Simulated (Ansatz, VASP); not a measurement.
**Sn: VASP beside Ansatz**

```
Sn
1.0
     3.35926    0.00000    0.00000
     0.05214    3.41465    0.00000
     0.00518    0.06466    4.94724
Sn
2
Direct
  0.69530 0.24829 0.75001
  0.30470 0.75171 0.24999
```

Change from the starting cell: the structure that the rattled cell fell into.

Alike in both runs: task relaxation of cell and atoms; functional PBE; k mesh 6 × 6 × 4; occupations gaussian, width 0.1 eV; no spin polarisation.

|  | VASP | Ansatz |
| --- | --- | --- |
| version | VASP 6.6.1 | Ansatz 0.2.0 |
| potentials or method | VASP PAW PBE potentials, release 64 (Sn_d), cutoff 600 eV | scalar-relativistic, plane waves, PAW |
| valence electrons in the cell | 28 | 28 |

Ansatz gave:

```
gap on the k mesh at the Fermi level, each at its own relaxed structure (eV) : none
relaxed volume (Å³/atom)                                                     : 27.90
relaxed cell length with the largest relative difference (Å)                 : 3.076
```

Estimate VASP's values.

gap on the k mesh at the Fermi level, each at its own relaxed structure (eV): none; relaxed volume (Å³/atom): 27.93; relaxed cell length with the largest relative difference (Å): 3.078.

A gap of «none» marks a metal or a gap that the smearing closes.
